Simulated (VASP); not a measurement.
BaTiO3, 5 atoms in the cell. The structure is trigonal, space group R3m (No. 160). Conventional cell: a = 5.674 Å, b = 5.674 Å, c = 6.963 Å, α = 90.00°, β = 90.00°, γ = 120.00°. Within 3.7 Å of Ba (site symmetry 3m) lie 12 O at 2.80 to 2.89 Å and 8 Ti at 3.43 to 3.54 Å. Within 2.6 Å of Ti (site symmetry 3m) lie 6 O at 1.92 to 2.09 Å. O (site symmetry m) has 2 Ti at 1.92 to 2.09 Å within 2.6 Å. 

- Program: VASP 6.6.1
- Task: single point
- Functional: r2SCAN
- Potentials or basis: VASP PAW PBE potentials, release 64 (Ba_sv, Ti_sv, O)
- Cutoff: 520 eV
- k mesh: 6 × 6 × 6
- Occupations: gaussian, width 0.02 eV
- Spin: no spin polarisation
- Hubbard terms: Ti d U = 4.0 eV
- Dipole correction: no
- Further INCAR settings: ALGO = Normal; EDIFF = 1e-06; NBANDS = 28

Potentials or basis: VASP PAW PBE potentials, release 64 (Ba_sv, Ti_sv, O).

The run is started by

```bash
$ cat potpaw_PBE.64/Ba_sv/POTCAR potpaw_PBE.64/Ti_sv/POTCAR potpaw_PBE.64/O/POTCAR > POTCAR
$ cp INCAR.step1 INCAR
$ mpirun -np 1 vasp_std > vasp.out
$ cp INCAR.step2 INCAR
$ mpirun -np 1 vasp_std > vasp.out
```

Hardware: 1 thread of Intel Xeon 8259CL, with other jobs on the host.

Question: Estimate the wall time of this run.

Answer: It took 4.3 min on 1 thread of Intel Xeon 8259CL (shared host), peak memory 0.21 GiB. Counts: k points 32.
